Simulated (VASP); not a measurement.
The system is TiC.

```xyz
2
Lattice="0.0000 2.1657 2.1657 2.1657 0.0000 2.1657 2.1657 2.1657 0.0000" Properties=species:S:1:pos:R:3 pbc="T T T"
Ti    0.0000    0.0000    0.0000
C     2.1657    2.1657    2.1657
```

| Property | Result |
| --- | --- |
| Program | VASP 6.6.1 |
| Task | relaxation of cell and atoms |
| Functional | revPBE |
| Dispersion | D4 |
| Potentials or basis | VASP PAW PBE potentials, release 64 (Ti_sv, C) |
| Cutoff | 600 eV |
| k mesh | 11 × 11 × 11 |
| Occupations | fermi-dirac, width 0.05 eV |
| Spin | no spin polarisation |

At the start: pressure -6.0 GPa; volume 10.16 Å³/atom.

Q: Where does the relaxation end?

A: Over 3 steps the energy falls by 4.8 meV/atom and the volume is 9.91 Å³/atom (-2.4 %); space group Fm-3m (No. 225, to 0.05 Å).

The path:
```
step  energy change (eV)  largest force (eV/Å)  pressure (GPa)  volume (Å³)
   1              0.0000                0.0000           -6.04        20.32
   2              0.0063                0.0000            8.53        19.21
   3             -0.0095                0.0000           -0.02        19.83
```

Final structure:
```
CELL_PARAMETERS angstrom
0.00000 2.14814 2.14814
2.14814 0.00000 2.14814
2.14814 2.14814 0.00000
ATOMIC_POSITIONS crystal
Ti 0.00000 0.00000 0.00000
C 0.50000 0.50000 0.50000
```

Caveat: the PAW data sets were made with another functional, which shifts forces and pressure a little; pairwise dispersion overbinds metals, which lowers pressure and volume.
